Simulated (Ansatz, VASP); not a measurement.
# Two plane-wave programs on Al

The input INCAR:

```
SYSTEM = Al
PREC = Accurate
ENCUT = 520
EDIFF = 1E-6
ISMEAR = 0
SIGMA = 0.15
LREAL = .FALSE.
LASPH = .TRUE.
NELM = 60
ALGO = Normal
ISIF = 2
LWAVE = .FALSE.
LCHARG = .FALSE.
GGA = CA
NBANDS = 8
```

File KPOINTS:

```
regular mesh
0
G
  24 24 24
  0 0 0
```

File POSCAR:

```
Al
1.0
   -1.4579705573      1.4579705573      1.8953617245
    1.4579705573     -1.4579705573      1.8953617245
    1.4579705573      1.4579705573     -1.8953617245
Al
1
Direct
    0.0000000000      0.0000000000      0.0000000000
```

Input for Ansatz:

```yaml
crystal:
  lattice:
    - [-1.4579705573, 1.4579705573, 1.8953617245]
    - [1.4579705573, -1.4579705573, 1.8953617245]
    - [1.4579705573, 1.4579705573, -1.8953617245]
  atoms:
    - { symbol: Al, position: [0.0, 0.0, 0.0] }
basis:
  ecutwfc: 420
kpoints:
  mp_grid: { grid: [24, 24, 24] }
hamiltonian:
  xc: lda
scf:
  occupations: { method: gaussian, width: 0.15 }
output:
  forces: true
  stress: true
  eigenvalues: true
```

Alike in both runs: task single point; functional LDA; k mesh 24 × 24 × 24; occupations gaussian, width 0.15 eV; no spin polarisation.

|  | VASP | Ansatz |
| --- | --- | --- |
| version | VASP 6.6.1 | Ansatz 0.2.0 |
| potentials or method | VASP PAW LDA potentials, release 64 (Al), cutoff 520 eV | scalar-relativistic, plane waves, PAW |
| valence electrons in the cell | 3 | 3 |

VASP gave:

* gap on the k mesh at the Fermi level (eV): none
* pressure (GPa): -1.0
* traceless stress, the component that is largest in VASP (GPa): 2.88

Problem. Estimate Ansatz's values.

Solution. gap on the k mesh at the Fermi level (eV): none; pressure (GPa): -1.1; traceless stress, the component that is largest in VASP (GPa): 2.86.

LDA's correlation is that of Perdew and Zunger in VASP and of Perdew and Wang (1992) in Ansatz. A gap of «none» marks a metal or a gap that the smearing closes.
